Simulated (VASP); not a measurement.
# ZnO (zincite) in VASP: notebook

Runs on ZnO (zincite). Level: PBEsol. Tasks: single point.

All numbers are computed with VASP 6.6.1; they aren't measurements. Logs are shortened: lines on timing, memory, paths and dates and some standing lists are left out, and cuts for length are marked.

### Step 1. The cell of the first run

The cell holds a slab with vacuum, 20 atoms: a = 3.230 Å, b = 5.214 Å, c = 27.122 Å, α = 90.00°, β = 90.00°, γ = 90.00°.

### Step 2. Single point, PBEsol

The input, INCAR:

```
ALGO = Normal
DIPOL = 0.5 0.5 0.500
EDIFF = 1E-6
ENCUT = 520
GGA = PS
IDIPOL = 3
ISIF = 2
ISMEAR = 0
LASPH = T
LCHARG = F
LDIPOL = T
LREAL = Auto
LWAVE = F
NBANDS = 106
NELM = 100
PREC = Accurate
SIGMA = 0.05
```

The input, KPOINTS:

```
k-points
0
Gamma
  8 5 1
```

The input, POSCAR:

```
ZnO
1.0
    3.2300572044      0.0000000000      0.0000000000
    0.0000000000      5.2141142718      0.0000000000
    0.0000000000      0.0000000000     27.1216835768
Zn O
10 10
Direct
    0.0000000000      0.4999673603      0.2765315058
    0.5000000000      0.9999673603      0.3109112742
    0.5000000000      0.4999673603      0.3796708108
    0.0000000000      0.9999673603      0.4140505792
    0.0000000000      0.4999673603      0.4828101158
    0.5000000000      0.9999673603      0.5171898842
    0.5000000000      0.4999673603      0.5859494208
    0.0000000000      0.9999673603      0.6203291892
    0.0000000000      0.4999673603      0.6890887258
    0.5000000000      0.9999673603      0.7234684942
    0.0000000000      0.1210226397      0.2765315058
    0.5000000000      0.6210226397      0.3109112742
    0.5000000000      0.1210226397      0.3796708108
    0.0000000000      0.6210226397      0.4140505792
    0.0000000000      0.1210226397      0.4828101158
    0.5000000000      0.6210226397      0.5171898842
    0.5000000000      0.1210226397      0.5859494208
    0.0000000000      0.6210226397      0.6203291892
    0.0000000000      0.1210226397      0.6890887258
    0.5000000000      0.6210226397      0.7234684942
```

Potentials or basis: VASP PAW PBE potentials, release 64 (Zn, O).

On the command line:

```sh
> cat potpaw_PBE.64/Zn/POTCAR potpaw_PBE.64/O/POTCAR > POTCAR
> mpirun -np 1 vasp_std > vasp.out
```

OUTCAR:

```text
EDIFF = 1E-6
   ENCUT = 520
   GGA = PS
   ISIF = 2
   ISMEAR = 0
   LASPH = T
   LREAL = Auto
   NELM = 100
   PREC = Accurate

 ion  position               nearest neighbor table
   1  0.000  0.500  0.277-  12 1.97  12 1.97  11 1.98
   2  0.500  1.000  0.311-  13 1.97  11 1.97  11 1.97  12 1.98
   3  0.500  0.500  0.380-  12 1.97  14 1.97  14 1.97  13 1.98
   4  0.000  1.000  0.414-  15 1.97  13 1.97  13 1.97  14 1.98
   5  0.000  0.500  0.483-  14 1.97  16 1.97  16 1.97  15 1.98
   6  0.500  1.000  0.517-  17 1.97  15 1.97  15 1.97  16 1.98
   7  0.500  0.500  0.586-  16 1.97  18 1.97  18 1.97  17 1.98
   8  0.000  1.000  0.620-  19 1.97  17 1.97  17 1.97  18 1.98
   9  0.000  0.500  0.689-  18 1.97  20 1.97  20 1.97  19 1.98
  10  0.500  1.000  0.723-  19 1.97  19 1.97  20 1.98
  11  0.000  0.121  0.277-   2 1.97   2 1.97   1 1.98
  12  0.500  0.621  0.311-   3 1.97   1 1.97   1 1.97   2 1.98
  13  0.500  0.121  0.380-   2 1.97   4 1.97   4 1.97   3 1.98
  14  0.000  0.621  0.414-   5 1.97   3 1.97   3 1.97   4 1.98
  15  0.000  0.121  0.483-   4 1.97   6 1.97   6 1.97   5 1.98
  16  0.500  0.621  0.517-   7 1.97   5 1.97   5 1.97   6 1.98
  17  0.500  0.121  0.586-   6 1.97   8 1.97   8 1.97   7 1.98
  18  0.000  0.621  0.620-   9 1.97   7 1.97   7 1.97   8 1.98
  19  0.000  0.121  0.689-   8 1.97  10 1.97  10 1.97   9 1.98
  20  0.500  0.621  0.723-   9 1.97   9 1.97  10 1.98

  LATTYP: Found a simple orthorhombic cell.
 ALAT       =     3.2300572044
 B/A-ratio  =     1.6142482754
 C/A-ratio  =     8.3966573533

  Lattice vectors:

 A1 = (   3.2300572044,   0.0000000000,   0.0000000000)
 A2 = (   0.0000000000,   5.2141142718,   0.0000000000)
 A3 = (   0.0000000000,   0.0000000000,  27.1216835768)

Analysis of symmetry for initial positions (statically):
=====================================================================
 Subroutine PRICEL returns:
 Original cell was already a primitive cell.

 Routine SETGRP: Setting up the symmetry group for a
 simple orthorhombic supercell.

 Subroutine GETGRP returns: Found  4 space group operations
 (whereof  2 operations were pure point group operations)
 out of a pool of  8 trial point group operations.

The static configuration has the point symmetry C_1h.
 The point group associated with its full space group is C_2v.

Analysis of symmetry for dynamics (positions and initial velocities):
=====================================================================
 Subroutine PRICEL returns:
 Original cell was already a primitive cell.

 Routine SETGRP: Setting up the symmetry group for a
 simple orthorhombic supercell.

 Subroutine GETGRP returns: Found  4 space group operations
 (whereof  2 operations were pure point group operations)
 out of a pool of  8 trial point group operations.

The dynamic configuration has the point symmetry C_1h.
 The point group associated with its full space group is C_2v.

 Subroutine INISYM returns: Found  4 space group operations
 (whereof  2 operations are pure point group operations),
 and found     1 'primitive' translations

----------------------------------------------------------------------------------------

                                     Primitive cell

  volume of cell :     456.7803

  direct lattice vectors                    reciprocal lattice vectors
     3.230057204  0.000000000  0.000000000     0.309592040  0.000000000  0.000000000
     0.000000000  5.214114272  0.000000000     0.000000000  0.191787128  0.000000000
     0.000000000  0.000000000 27.121683577     0.000000000  0.000000000  0.036870867

  length of vectors
     3.230057204  5.214114272 27.121683577     0.309592040  0.191787128  0.036870867

  position of ions in fractional coordinates (direct lattice)
     0.000000000  0.499967360  0.276531506
     0.500000000  0.999967360  0.310911274
     0.500000000  0.499967360  0.379670811
     0.000000000  0.999967360  0.414050579
     0.000000000  0.499967360  0.482810116
     0.500000000  0.999967360  0.517189884
[... 12 lines left out ...]
     0.000000000  0.121022640  0.689088726
     0.500000000  0.621022640  0.723468494

  ion indices of the primitive-cell ions
   primitive index   ion index
                 1           1
                 2           2
                 3           3
                 4           4
                 5           5
                 6           6
[... 12 lines left out ...]
                19          19
                20          20

----------------------------------------------------------------------------------------

 KPOINTS: k-points

Automatic generation of k-mesh.
 Grid dimensions read from file:
 generate k-points for:    8    5    1

 Generating k-lattice:

  Cartesian coordinates                     Fractional coordinates (reciprocal lattice)
     0.038699005  0.000000000  0.000000000     0.125000000  0.000000000  0.000000000
     0.000000000  0.038357426  0.000000000     0.000000000  0.200000000  0.000000000
     0.000000000  0.000000000  0.036870867     0.000000000  0.000000000  1.000000000

  Length of vectors
     0.038699005  0.038357426  0.036870867

  Shift w.r.t. Gamma in fractional coordinates (k-lattice)
     0.000000000  0.000000000  0.000000000

 Subroutine IBZKPT returns following result:
 ===========================================

 Found     15 irreducible k-points:

 Following reciprocal coordinates:
            Coordinates               Weight
  0.000000  0.000000  0.000000      1.000000
  0.125000  0.000000  0.000000      2.000000
  0.250000  0.000000  0.000000      2.000000
  0.375000  0.000000  0.000000      2.000000
  0.500000  0.000000  0.000000      1.000000
  0.000000  0.200000  0.000000      2.000000
  0.125000  0.200000  0.000000      4.000000
  0.250000  0.200000  0.000000      4.000000
  0.375000  0.200000  0.000000      4.000000
  0.500000  0.200000  0.000000      2.000000
  0.000000  0.400000  0.000000      2.000000
  0.125000  0.400000  0.000000      4.000000
  0.250000  0.400000  0.000000      4.000000
  0.375000  0.400000  0.000000      4.000000
  0.500000  0.400000  0.000000      2.000000
   k-points           NKPTS =     15   k-points in BZ     NKDIM =     15   number of bands    NBANDS=    106
   number of dos      NEDOS =    301   number of ions     NIONS =     20
   total plane-waves  NPLWV = 201600
   dimension x,y,z NGX =    24 NGY =   40 NGZ =  210
   dimension x,y,z NGXF=    48 NGYF=   80 NGZF=  420
   ions per type =              10  10
   NGX,Y,Z   is equivalent  to a cutoff of  12.35, 12.75, 12.87 a.u.
   NGXF,Y,Z  is equivalent  to a cutoff of  24.70, 25.51, 25.74 a.u.
 SYSTEM =  unknown system
   PREC   = accura    normal or accurate (medium, high low for compatibility)
   ISTART =      0    job   : 0-new  1-cont  2-samecut
   ICHARG =      2    charge: 1-file 2-atom 10-const
   ISPIN  =      1    spin polarized calculation?
   LNONCOLLINEAR =      F non collinear calculations
   LSORBIT =      F    spin-orbit coupling
   LASPH  =      T    aspherical Exc in radial PAW
   ENCUT  =  520.0 eV  38.22 Ry    6.18 a.u.   6.01  9.69 50.43*2*pi/ulx,y,z
   NELM   =    100;   NELMIN=  2; NELMDL= -5     # of ELM steps
   EDIFF  = 0.1E-05   stopping-criterion for ELM
   LREAL  =      T    real-space projection
   EDIFFG = 0.1E-04   stopping-criterion for IOM
   NSW    =      0    number of steps for IOM
   IBRION =     -1    ionic relax: 0-MD 1-quasi-New 2-CG
   NFREE  =      0    steps in history (QN), initial steepest desc. (CG)
   ISIF   =      2    stress and relaxation
   ISYM   =      2    0-nonsym 1-usesym 2-fastsym
   POTIM  = 0.5000    time-step for ionic-motion
   TEBEG  =    0.0;   TEEND  =   0.0 temperature during run
   PSTRESS=    0.0 pullay stress
   NELECT =     180.0000    total number of electrons
   NUPDOWN=      -1.0000    fix difference up-down
   EMIN   =  10.00;   EMAX   =-10.00  energy-range for DOS
   EFERMI =   0.00;   METHOD = LEGACY
   ISMEAR =     0;   SIGMA  =   0.05  broadening in eV -4-tet -1-fermi 0-gaus
   EFERMI_NEDOS =   21; number of points for ismear=-14 and -15
   IALGO  =     38    algorithm
   IMIX   =      4    mixing-type and parameters
     AMIX     =   0.40;   BMIX     =  1.00
     AMIX_MAG =   1.60;   BMIX_MAG =  1.00
  volume/ion in A,a.u.               =      22.84       154.13
  Fermi-wavevector in a.u.,A,eV,Ry     =   1.200226  2.268099 19.599785  1.440544
  Thomas-Fermi vector in A             =   2.336068
   LORBIT       =      0    0 simple, 1 ext, 2 COOP (PROOUT), +10 PAW based schemes
   GGA     = PS    functional components
   LHFCALC =     F    Hartree Fock is set to
   AEXX    =    0.0000 exact exchange contribution
   IVDW    =     0    specifies the selected vdW correction
   LEPSILON=     F    determine dielectric tensor
   LRPA    =     F    only Hartree local field effects (RPA)
 non-spin polarized calculation
 Gauss-broadening in eV      SIGMA  =   0.05
  energy-cutoff  :      520.00
  volume of cell :      456.78
 maximum number of plane-waves:     12346
   NGX = 13   NGY = 19   NGZ =101

 dipolmoment           0.000000      0.000000      0.000000 electrons x Angstroem

 number of electron     180.0000030 magnetization

 dipolmoment           0.000000      0.000000     -0.000000 electrons x Angstroem

 Free energy of the ion-electron system (eV)
  ---------------------------------------------------
  ext. energy  EPLUGINS =         0.00000000
  ---------------------------------------------------
  free energy    TOTEN  =       -94.21420090 eV

  energy without entropy =      -94.21420090  energy(sigma->0) =      -94.21420090

 E-fermi :  -1.5601     XC(G=0):  -6.3013

 val. band max:       -1.7740134679   @ k =   0.0000   0.0000   0.0000
 cond. band min:      -1.3464715370   @ k =   0.0000   0.0000   0.0000
 fundamental gap:      0.4275419309
 Fermi energy:        -1.5601303792

 k-point     1 :       0.0000    0.0000    0.0000
  band No.  band energies     occupation
      1     -20.1844      2.00000
      2     -20.1094      2.00000
      3     -19.9517      2.00000
      4     -19.7321      2.00000
      5     -19.5299      2.00000
      6     -19.3986      2.00000
[... 1564 lines left out ...]
    101       4.6985      0.00000
    102       4.6985      0.00000
 [bands above 102 left out]

------------------------ aborting loop because EDIFF is reached ----------------------------------------

 vacuum level on the upper side and lower side of the slab       (xc-potential included)        -0.174        -0.174

  FORCE on cell =-STRESS in cart. coord.  units (eV):
  Direction    XX          YY          ZZ          XY          YZ          ZX
  --------------------------------------------------------------------------------------
  -------------------------------------------------------------------------------------
  Total       -1.2119180     -4.5255537     -0.3529129      0.0000000      0.0000000      0.0000000
  in kB       -4.2508560    -15.8735807     -1.2378577      0.0000000      0.0000000      0.0000000
  external PRESSURE =      -7.1207648 kB  Pullay stress =       0.0000000 kB

 VOLUME and BASIS-vectors are now :
 -----------------------------------------------------------------------------
  energy-cutoff  :      520.00
  volume of cell :      456.78
      direct lattice vectors                 reciprocal lattice vectors
     3.230057204  0.000000000  0.000000000     0.309592040  0.000000000  0.000000000
     0.000000000  5.214114272  0.000000000     0.000000000  0.191787128  0.000000000
     0.000000000  0.000000000 27.121683577     0.000000000  0.000000000  0.036870867

 POSITION                                       TOTAL-FORCE (eV/Angst)
 -----------------------------------------------------------------------------------
      0.00000      2.60689      7.50000         0.000000     -1.404064      1.179613
      1.61503      5.21394      8.43244         0.000000      0.720010     -0.794575
      1.61503      2.60689     10.29731         0.000000     -0.237508      0.178876
      0.00000      5.21394     11.22975         0.000000      0.104017     -0.093200
      0.00000      2.60689     13.09462         0.000000     -0.018147      0.039098
      1.61503      5.21394     14.02706         0.000000     -0.018147     -0.039098
[... 12 lines left out ...]
      0.00000      0.63103     18.68925         0.000000      0.083246      0.944010
      1.61503      3.23808     19.62168         0.000000      0.728374     -0.111979
 -----------------------------------------------------------------------------------
    total drift:                                0.000000      0.006865     -0.000071

  FREE ENERGIE OF THE ION-ELECTRON SYSTEM (eV)
  ---------------------------------------------------
  free  energy   TOTEN  =       -94.2142009008 eV

  energy  without entropy=      -94.2142009008  energy(sigma->0) =      -94.21420090

 vacuum level on the upper side and lower side of the slab         3.209         3.209
```

Wall time 14 min (1 thread of Intel Xeon 6975P-C (Granite Rapids), shared host); peak memory 0.73 GiB.

What came out:

```
Free energy            : -94.2142 eV
Largest force          : 1.834 eV/Å
Band gap on the k mesh : 0.43 eV, direct
```

Forces in eV/Å, atoms in the order of the input:
```
Zn   0.000 -1.404  1.180
Zn   0.000  0.720 -0.795
Zn   0.000 -0.238  0.179
Zn   0.000  0.104 -0.093
Zn   0.000 -0.018  0.039
Zn   0.000 -0.018 -0.039
Zn   0.000  0.104  0.093
Zn   0.000 -0.238 -0.179
Zn   0.000  0.720  0.795
Zn   0.000 -1.404 -1.180
O    0.000  0.728  0.112
O    0.000  0.083 -0.944
O    0.000  0.034  0.326
O    0.000 -0.016 -0.141
O    0.000  0.006  0.068
O    0.000  0.006 -0.068
O    0.000 -0.016  0.141
O    0.000  0.034 -0.326
O    0.000  0.083  0.944
O    0.000  0.728 -0.112
```

Caveat: the PAW data sets were made with another functional, which shifts forces and pressure a little.

### Step 3. Single point, PBEsol

INCAR is that of step 2.

KPOINTS is that of step 2.

The input, POSCAR:

```
ZnO
1.0
    3.2300572044      0.0000000000      0.0000000000
    0.0000000000      5.2141142718      0.0000000000
    0.0000000000      0.0000000000     27.1216835768
Zn O
10 10
Direct
    0.0000000000      0.4644850634      0.2899646289
    0.5000000000      1.0025456668      0.3067429366
    0.5000000000      0.5012859534      0.3823920793
    0.0000000000      1.0077388327      0.4127486235
    0.0000000000      0.5052996845      0.4838890012
    0.5000000000      1.0052996832      0.5161110010
    0.5000000000      0.5077388228      0.5872513794
    0.0000000000      1.0012859464      0.6176079203
    0.0000000000      0.5025456505      0.6932570598
    0.5000000000      0.9644850215      0.7100353668
    0.0000000000      0.1182918407      0.2766029933
    0.5000000000      0.6254211344      0.3117333588
    0.5000000000      0.1253518478      0.3788196172
    0.0000000000      0.6277372402      0.4148461776
    0.0000000000      0.1267928124      0.4821798784
    0.5000000000      0.6267928057      0.5178201244
    0.5000000000      0.1277372307      0.5851538228
    0.0000000000      0.6253518360      0.6211803874
    0.0000000000      0.1254211157      0.6882666376
    0.5000000000      0.6182918111      0.7233970057
```

Potentials or basis: VASP PAW PBE potentials, release 64 (Zn, O).

On the command line:

```sh
> cat potpaw_PBE.64/Zn/POTCAR potpaw_PBE.64/O/POTCAR > POTCAR
> mpirun -np 1 vasp_std > vasp.out
```

Wall time 14 min (1 thread of Intel Xeon 6975P-C (Granite Rapids), shared host); peak memory 0.73 GiB.

Results (log left out):

* Free energy: -94.9303 eV
* Largest force: 0.102 eV/Å
* Band gap on the k mesh: 0.78 eV, direct

Forces in eV/Å, atoms in the order of the input:
```
Zn   0.000  0.036 -0.034
Zn   0.000 -0.007  0.018
Zn   0.000  0.003 -0.009
Zn   0.000 -0.006  0.007
Zn   0.000 -0.003  0.000
Zn   0.000 -0.003  0.000
Zn   0.000 -0.006 -0.007
Zn   0.000  0.003  0.009
Zn   0.000 -0.007 -0.018
Zn   0.000  0.036  0.034
O    0.000 -0.056 -0.085
O    0.000  0.038  0.010
O    0.000 -0.015 -0.033
O    0.000  0.009  0.007
O    0.000  0.001 -0.010
O    0.000  0.001  0.010
O    0.000  0.009 -0.007
O    0.000 -0.015  0.033
O    0.000  0.038 -0.010
O    0.000 -0.056  0.085
```

Levels at points of the mesh, in eV from the valence-band top:
```csv
k point,band 88,band 89,band 90,band 91,band 92,band 93
"(0.00, 0.00, 0.00)",-0.32,-0.02,0.00,0.78,1.51,2.45
"(0.50, 0.00, 0.00)",-1.16,-0.93,-0.93,4.97,4.97,5.49
```

Caveat: the PAW data sets were made with another functional, which shifts forces and pressure a little.
